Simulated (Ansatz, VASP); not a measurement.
# One calculation of SiCl, two programs

File INCAR:

```
  PREC = Accurate
  ENCUT = 520
  EDIFF = 1E-6
  ISMEAR = 0
  SIGMA = 0.1
  LREAL = False
  LASPH = True
  NELM = 80
  ALGO = Normal
  ISIF = 2
  LWAVE = False
  LCHARG = False
  GGA = PE
  NBANDS = 12
```

The input KPOINTS:

```
regular mesh
0
Gamma
  6 6 6
```

POSCAR

```
SiCl
1.0
    3.4021957400      0.0000000000      0.0000000000
    0.0000000000      3.4021957400      0.0000000000
    0.0000000000      0.0000000000      3.4021957400
Si Cl
1 1
Direct
    0.0000000000      0.0000000000      0.0000000000
    0.5000000000      0.5000000000      0.5000000000
```

Input for Ansatz:

```yaml
crystal:
  lattice:
    - [3.40219574, 0.0, 0.0]
    - [0.0, 3.40219574, 0.0]
    - [0.0, 0.0, 3.40219574]
  atoms:
    - { symbol: Si, position: [0.0, 0.0, 0.0] }
    - { symbol: Cl, position: [0.5, 0.5, 0.5] }
basis:
  ecutwfc: 420
kpoints:
  mp_grid: { grid: [6, 6, 6] }
hamiltonian:
  xc: pbe
scf:
  occupations: { method: gaussian, width: 0.1 }
  lower_state_search: "off"
output:
  forces: true
  stress: true
  eigenvalues: true
```

Change from the starting cell: species swapped into the ZnAg type (Pm-3m, No. 221).

Alike in both runs: task single point; functional PBE; k mesh 6 × 6 × 6; occupations gaussian, width 0.1 eV; no spin polarisation.

|  | VASP | Ansatz |
| --- | --- | --- |
| version | VASP 6.6.1 | Ansatz 0.2.0 |
| potentials or method | VASP PAW PBE potentials, release 64 (Si, Cl), cutoff 520 eV | scalar-relativistic, plane waves, PAW |
| valence electrons in the cell | 11 | 11 |

|  | VASP | Ansatz | Ansatz less VASP |
| --- | --- | --- | --- |
| gap on the k mesh at the Fermi level (eV) | none | none | - |
| pressure (GPa) | 0.0 | 0.0 | +0.01 |

A gap of «none» marks a metal or a gap that the smearing closes.
